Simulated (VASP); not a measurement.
A run of VASP 6.6.1 is set up as follows.

File INCAR:

```
SYSTEM = Fe
ALGO = Fast ; EDIFF = 1E-6
ENCUT = 520 ; GGA = PE
ISIF = 2 ; ISMEAR = 0
LASPH = .TRUE. ; LCHARG = .FALSE.
LREAL = .FALSE. ; LWAVE = .FALSE.
NBANDS = 15 ; NELM = 80
PREC = Accurate ; SIGMA = 0.1
```

Contents of KPOINTS:

```
k-points
0
G
  21 21 12
  0 0 0
```

POSCAR

```
Fe
1.0
    2.4606269722     -0.0000002952      0.0000000000
   -1.2303132305      2.1309656147      0.0000000000
    0.0000000000      0.0000000000      3.8899041311
Fe
2
Direct
    0.0000000000      0.0000000000      0.0000000000
    0.3333333333      0.6666666667      0.5000000000
```

Potentials or basis: VASP PAW PBE potentials, release 64 (Fe).

Launch:

```sh
$ cat potpaw_PBE.64/Fe/POTCAR > POTCAR
$ mpirun -np 1 vasp_std > vasp.out
```

Estimate the pressure.

-0.5 GPa.

Predict the band gap on the k mesh.

zero (bands 8 and 9 overlap by 1.87 eV).

Stress tensor (GPa, compression positive):
```
-0.42  0.00  0.00
 0.00 -0.42  0.00
 0.00  0.00 -0.59
```

Caveat: the run has no spin polarisation, though such a crystal can be magnetic. Spin polarisation is off, so any magnetic state and its effect on volume and gap are missing.
